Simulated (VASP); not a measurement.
# CdS (Hawleyite) in VASP: further runs

Runs on CdS (Hawleyite). Level: LDA. Tasks: single point.

All numbers are computed with VASP 6.6.1; they aren't measurements. Logs are shortened: lines on timing, memory, paths and dates and some standing lists are left out, and cuts for length are marked.

### 1 The cell of the first run

It takes space group F-43m (No. 216, cubic). The conventional cell has a = 5.757 Å, b = 5.757 Å, c = 5.757 Å, α = 90.00°, β = 90.00°, γ = 90.00°. Within 3.3 Å of Cd (site symmetry -43m) lie 4 S at 2.49 Å. S (site symmetry -43m) has 4 Cd at 2.49 Å within 3.3 Å.

### 2 Single point, LDA

The input, INCAR:

```
SYSTEM = CdS
PREC = Accurate
ENCUT = 520
EDIFF = 1E-7
ISMEAR = 0
SIGMA = 0.01
LREAL = .FALSE.
LASPH = .TRUE.
NELM = 80
ALGO = Normal
ISIF = 2
LWAVE = .FALSE.
LCHARG = .TRUE.
GGA = CA
LELF = .TRUE.
LVHAR = .TRUE.
NBANDS = 16
```

The input, KPOINTS:

```
Automatic mesh
0
G
  8 8 8
  0 0 0
```

The input, POSCAR:

```
CdS
1.0
    2.8782623155      2.8782623155      0.0000000000
   -2.8782623155      2.8782623155      0.0000000000
    0.0000000000      2.8782623155      2.8782623155
Cd S
1 1
Direct
    0.0000000000      0.0000000000      0.0000000000
    0.7500000000      0.2500000000      0.5000000000
```

Potentials or basis: VASP PAW LDA potentials, release 64 (Cd, S).

Run with:

```sh
> cat potpaw_LDA.64/Cd/POTCAR potpaw_LDA.64/S/POTCAR > POTCAR
> mpirun -np 1 vasp_std > vasp.out
```

OUTCAR:

```text
SYSTEM = CdS
   PREC = Accurate
   ENCUT = 520
   EDIFF = 1E-7
   ISMEAR = 0
   LREAL = .FALSE.
   LASPH = .TRUE.
   NELM = 80
   ISIF = 2
   GGA = CA

 ion  position               nearest neighbor table
   1  0.000  0.000  0.000-   2 2.49   2 2.49   2 2.49   2 2.49
   2  0.750  0.250  0.500-   1 2.49   1 2.49   1 2.49   1 2.49

  LATTYP: Found a face centered cubic cell.
 ALAT       =     5.7565246310

  Lattice vectors:

 A1 = (   0.0000000000,   2.8782623155,   2.8782623155)
 A2 = (   2.8782623155,   0.0000000000,   2.8782623155)
 A3 = (   2.8782623155,   2.8782623155,   0.0000000000)

Analysis of symmetry for initial positions (statically):
=====================================================================
 Subroutine PRICEL returns:
 Original cell was already a primitive cell.

 Routine SETGRP: Setting up the symmetry group for a
 face centered cubic supercell.

 Subroutine GETGRP returns: Found 24 space group operations
 (whereof 24 operations were pure point group operations)
 out of a pool of 48 trial point group operations.

The static configuration has the point symmetry T_d .

Analysis of symmetry for dynamics (positions and initial velocities):
=====================================================================
 Subroutine PRICEL returns:
 Original cell was already a primitive cell.

 Routine SETGRP: Setting up the symmetry group for a
 face centered cubic supercell.

 Subroutine GETGRP returns: Found 24 space group operations
 (whereof 24 operations were pure point group operations)
 out of a pool of 48 trial point group operations.

The dynamic configuration has the point symmetry T_d .

 Subroutine INISYM returns: Found 24 space group operations
 (whereof 24 operations are pure point group operations),
 and found     1 'primitive' translations

----------------------------------------------------------------------------------------

                                     Primitive cell

  volume of cell :      47.6893

  direct lattice vectors                    reciprocal lattice vectors
     2.878262315  2.878262315  0.000000000     0.173715925  0.173715925 -0.173715925
    -2.878262315  2.878262315  0.000000000    -0.173715925  0.173715925 -0.173715925
     0.000000000  2.878262315  2.878262315     0.000000000  0.000000000  0.347431850

  length of vectors
     4.070477603  4.070477603  4.070477603     0.300884808  0.300884808  0.347431850

  position of ions in fractional coordinates (direct lattice)
     0.000000000  0.000000000  0.000000000
     0.750000000  0.250000000  0.500000000

  ion indices of the primitive-cell ions
   primitive index   ion index
                 1           1
                 2           2

----------------------------------------------------------------------------------------

 KPOINTS: Automatic mesh

Automatic generation of k-mesh.
 Grid dimensions read from file:
 generate k-points for:    8    8    8

 Generating k-lattice:

  Cartesian coordinates                     Fractional coordinates (reciprocal lattice)
     0.021714491  0.021714491 -0.021714491     0.125000000  0.000000000  0.000000000
    -0.021714491  0.021714491 -0.021714491     0.000000000  0.125000000  0.000000000
     0.000000000  0.000000000  0.043428981     0.000000000  0.000000000  0.125000000

  Length of vectors
     0.037610601  0.037610601  0.043428981

  Shift w.r.t. Gamma in fractional coordinates (k-lattice)
     0.000000000  0.000000000  0.000000000

 Subroutine IBZKPT returns following result:
 ===========================================

 Found     29 irreducible k-points:

 Following reciprocal coordinates:
            Coordinates               Weight
  0.000000  0.000000  0.000000      1.000000
  0.125000  0.000000  0.000000      8.000000
  0.250000  0.000000  0.000000      8.000000
  0.375000  0.000000  0.000000      8.000000
  0.500000  0.000000  0.000000      4.000000
  0.125000  0.125000  0.000000     12.000000
[... 16 lines left out ...]
  0.375000  0.250000  0.125000     48.000000
  0.500000  0.250000  0.125000     24.000000
 [... further k-points ...]
   k-points           NKPTS =     29   k-points in BZ     NKDIM =     29   number of bands    NBANDS=     16
   number of dos      NEDOS =    301   number of ions     NIONS =      2
   total plane-waves  NPLWV =  27000
   dimension x,y,z NGX =    30 NGY =   30 NGZ =   30
   dimension x,y,z NGXF=    60 NGYF=   60 NGZF=   60
   ions per type =               1   1
   NGX,Y,Z   is equivalent  to a cutoff of  12.25, 12.25, 12.25 a.u.
   NGXF,Y,Z  is equivalent  to a cutoff of  24.51, 24.51, 24.51 a.u.
 SYSTEM =  CdS
   PREC   = accura    normal or accurate (medium, high low for compatibility)
   ISTART =      0    job   : 0-new  1-cont  2-samecut
   ICHARG =      2    charge: 1-file 2-atom 10-const
   ISPIN  =      1    spin polarized calculation?
   LNONCOLLINEAR =      F non collinear calculations
   LSORBIT =      F    spin-orbit coupling
   LASPH  =      T    aspherical Exc in radial PAW
   ENCUT  =  520.0 eV  38.22 Ry    6.18 a.u.   7.57  7.57  7.57*2*pi/ulx,y,z
   NELM   =     80;   NELMIN=  2; NELMDL= -5     # of ELM steps
   EDIFF  = 0.1E-06   stopping-criterion for ELM
   LREAL  =      F    real-space projection
   EDIFFG = 0.1E-05   stopping-criterion for IOM
   NSW    =      0    number of steps for IOM
   IBRION =     -1    ionic relax: 0-MD 1-quasi-New 2-CG
   NFREE  =      0    steps in history (QN), initial steepest desc. (CG)
   ISIF   =      2    stress and relaxation
   ISYM   =      2    0-nonsym 1-usesym 2-fastsym
   POTIM  = 0.5000    time-step for ionic-motion
   TEBEG  =    0.0;   TEEND  =   0.0 temperature during run
   PSTRESS=    0.0 pullay stress
   NELECT =      18.0000    total number of electrons
   NUPDOWN=      -1.0000    fix difference up-down
   EMIN   =  10.00;   EMAX   =-10.00  energy-range for DOS
   EFERMI =   0.00;   METHOD = LEGACY
   ISMEAR =     0;   SIGMA  =   0.01  broadening in eV -4-tet -1-fermi 0-gaus
   EFERMI_NEDOS =   21; number of points for ismear=-14 and -15
   IALGO  =     38    algorithm
   IMIX   =      4    mixing-type and parameters
     AMIX     =   0.40;   BMIX     =  1.00
     AMIX_MAG =   1.60;   BMIX_MAG =  1.00
  volume/ion in A,a.u.               =      23.84       160.91
  Fermi-wavevector in a.u.,A,eV,Ry     =   1.183110  2.235755 19.044760  1.399750
  Thomas-Fermi vector in A             =   2.319351
   LORBIT       =      0    0 simple, 1 ext, 2 COOP (PROOUT), +10 PAW based schemes
   GGA     = CA    functional components
   LHFCALC =     F    Hartree Fock is set to
   AEXX    =    0.0000 exact exchange contribution
   IVDW    =     0    specifies the selected vdW correction
   LEPSILON=     F    determine dielectric tensor
   LRPA    =     F    only Hartree local field effects (RPA)
 non-spin polarized calculation
 Gauss-broadening in eV      SIGMA  =   0.01
  energy-cutoff  :      520.00
  volume of cell :       47.69
 maximum number of plane-waves:      1304
   NGX = 15   NGY = 15   NGZ = 15

 number of electron      18.0000008 magnetization

 Free energy of the ion-electron system (eV)
  ---------------------------------------------------
  ext. energy  EPLUGINS =         0.00000000
  ---------------------------------------------------
  free energy    TOTEN  =        -7.40670651 eV

  energy without entropy =       -7.40670651  energy(sigma->0) =       -7.40670651

 E-fermi :   1.5248     XC(G=0):  -9.7670

 val. band max:        1.4833604714   @ k =   0.0000   0.0000   0.0000
 cond. band min:       2.4606701860   @ k =   0.0000   0.0000   0.0000
 fundamental gap:      0.9773097146
 Fermi energy:         1.5247701570

 k-point     1 :       0.0000    0.0000    0.0000
  band No.  band energies     occupation
      1     -11.1274      2.00000
      2      -6.4545      2.00000
      3      -6.4545      2.00000
      4      -6.4545      2.00000
      5      -5.9138      2.00000
      6      -5.9138      2.00000
[... 8 lines left out ...]
     15      12.9868      0.00000
     16      12.9868      0.00000

 k-point     2 :       0.1250    0.0000    0.0000
  band No.  band energies     occupation
      1     -11.0572      2.00000
      2      -6.4294      2.00000
      3      -6.4294      2.00000
      4      -6.4015      2.00000
      5      -5.9153      2.00000
      6      -5.9153      2.00000
[... 8 lines left out ...]
     15      12.3130      0.00000
     16      13.3166      0.00000

 k-point     3 :       0.2500    0.0000    0.0000
  band No.  band energies     occupation
      1     -10.8863      2.00000
      2      -6.3750      2.00000
      3      -6.3750      2.00000
      4      -6.2012      2.00000
      5      -5.9097      2.00000
      6      -5.9097      2.00000
[... 8 lines left out ...]
     15      12.0564      0.00000
     16      12.5931      0.00000

 k-point     4 :       0.3750    0.0000    0.0000
  band No.  band energies     occupation
      1     -10.7154      2.00000
      2      -6.3333      2.00000
      3      -6.3333      2.00000
      4      -5.8869      2.00000
      5      -5.8869      2.00000
      6      -5.8055      2.00000
[... 8 lines left out ...]
     15      12.9518      0.00000
     16      12.9518      0.00000
[... 324 lines left out ...]
 k-point    22 :       0.2500    0.2500    0.1250
  band No.  band energies     occupation
      1     -10.7609      2.00000
      2      -6.3195      2.00000
      3      -6.2888      2.00000
      4      -6.1249      2.00000
      5      -5.9116      2.00000
      6      -5.8487      2.00000
[... 8 lines left out ...]
     15      13.4942      0.00000
     16      15.2910      0.00000

 k-point    23 :       0.3750    0.2500    0.1250
  band No.  band energies     occupation
      1     -10.6267      2.00000
      2      -6.2798      2.00000
      3      -6.2487      2.00000
      4      -5.9980      2.00000
      5      -5.8770      2.00000
      6      -5.6050      2.00000
[... 8 lines left out ...]
     15      14.2943      0.00000
     16      14.5928      0.00000

 k-point    24 :       0.5000    0.2500    0.1250
  band No.  band energies     occupation
      1     -10.5721      2.00000
      2      -6.2754      2.00000
      3      -6.2291      2.00000
      4      -5.9482      2.00000
      5      -5.8847      2.00000
      6      -5.3613      2.00000
[... 8 lines left out ...]
     15      13.7123      0.00000
     16      14.6916      0.00000

 [... further k-points ...]

------------------------ aborting loop because EDIFF is reached ----------------------------------------

  FORCE on cell =-STRESS in cart. coord.  units (eV):
  Direction    XX          YY          ZZ          XY          YZ          ZX
  --------------------------------------------------------------------------------------
  -------------------------------------------------------------------------------------
  Total        0.1654277      0.1654277      0.1654277      0.0000000     -0.0000000      0.0000000
  in kB        5.5577317      5.5577317      5.5577317      0.0000000     -0.0000000      0.0000000
  external PRESSURE =       5.5577317 kB  Pullay stress =       0.0000000 kB

 VOLUME and BASIS-vectors are now :
 -----------------------------------------------------------------------------
  energy-cutoff  :      520.00
  volume of cell :       47.69
      direct lattice vectors                 reciprocal lattice vectors
     2.878262315  2.878262315  0.000000000     0.173715925  0.173715925 -0.173715925
    -2.878262315  2.878262315  0.000000000    -0.173715925  0.173715925 -0.173715925
     0.000000000  2.878262315  2.878262315     0.000000000  0.000000000  0.347431850

 POSITION                                       TOTAL-FORCE (eV/Angst)
 -----------------------------------------------------------------------------------
      0.00000      0.00000      0.00000         0.000000      0.000000      0.000000
      1.43913      4.31739      1.43913        -0.000000     -0.000000     -0.000000
 -----------------------------------------------------------------------------------
    total drift:                               -0.000000      0.000000     -0.000000

  FREE ENERGIE OF THE ION-ELECTRON SYSTEM (eV)
  ---------------------------------------------------
  free  energy   TOTEN  =        -7.4067065064 eV

  energy  without entropy=       -7.4067065064  energy(sigma->0) =       -7.40670651
```

Wall time 13 s (1 thread of Intel Xeon Platinum 8559C (Emerald Rapids), shared host); peak memory 0.15 GiB.

What came out:

| Item | Value |
| --- | --- |
| Free energy | -7.4067 eV |
| Pressure | 0.6 GPa |
| Band gap on the k mesh | 0.98 eV, direct |

(Continued in part 2 of 2.)
